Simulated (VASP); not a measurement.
Set up this calculation in VASP 6.6.1, as the native input.

- Task: single point
- Functional: BLYP
- Potentials or basis: VASP PAW PBE potentials, release 64 (Ni)
- Cutoff: 520 eV
- k mesh: 12 × 12 × 12
- Occupations: fermi-dirac, width 0.05 eV
- Spin: collinear spin, ferromagnetic start
- Starting moments: [0.824, 0.824] μB
- Dipole correction: no
- Further INCAR settings: ALGO = Normal; EDIFF = 1e-06; NBANDS = 21

The structure of Ni lies in POSCAR:

```
Ni
1.0
    0.0000000000      2.5598278012      2.5598278012
    2.5598278012      0.0000000000      2.5598278012
    2.5598278012      2.5598278012      0.0000000000
Ni
2
Direct
    0.1250000000      0.1250000000      0.1250000000
    0.8750000000      0.8750000000      0.8750000000
```

This isn't the form of Ni at room conditions, which is fcc.

The input as run:

INCAR

```
PREC = Accurate ; ENCUT = 520
EDIFF = 1E-6 ; ISMEAR = -1
SIGMA = 0.05 ; LREAL = False
LASPH = True ; NELM = 150
ALGO = Normal ; ISIF = 2
LWAVE = False ; LCHARG = False
ISPIN = 2 ; MAGMOM = 0.824 0.824
LORBIT = 11 ; LMAXMIX = 4
GGA = B5 ; ALDAX = 1.0
AGGAX = 1.0 ; AGGAC = 1.0
ALDAC = 0.0 ; NBANDS = 21
```

KPOINTS

```
regular mesh
0
Gamma
  12 12 12
```

Potentials or basis: VASP PAW PBE potentials, release 64 (Ni).

Command:

```bash
$ cat potpaw_PBE.64/Ni/POTCAR > POTCAR
$ mpirun -np 1 vasp_std > vasp.out
```

It gave:

The pressure is 3.5 GPa and the net moment is 1.53 μB per cell. The site moments are Ni +0.77 μB and the valence electrons inside the program's atomic spheres are Ni 9.24.

Caveat: the cell stands under pressure; the PAW data sets were made with another functional, which shifts forces and pressure a little.

It took 2.4 min on 1 thread of Intel Xeon 8259CL, on a shared host, peak memory 0.22 GiB.
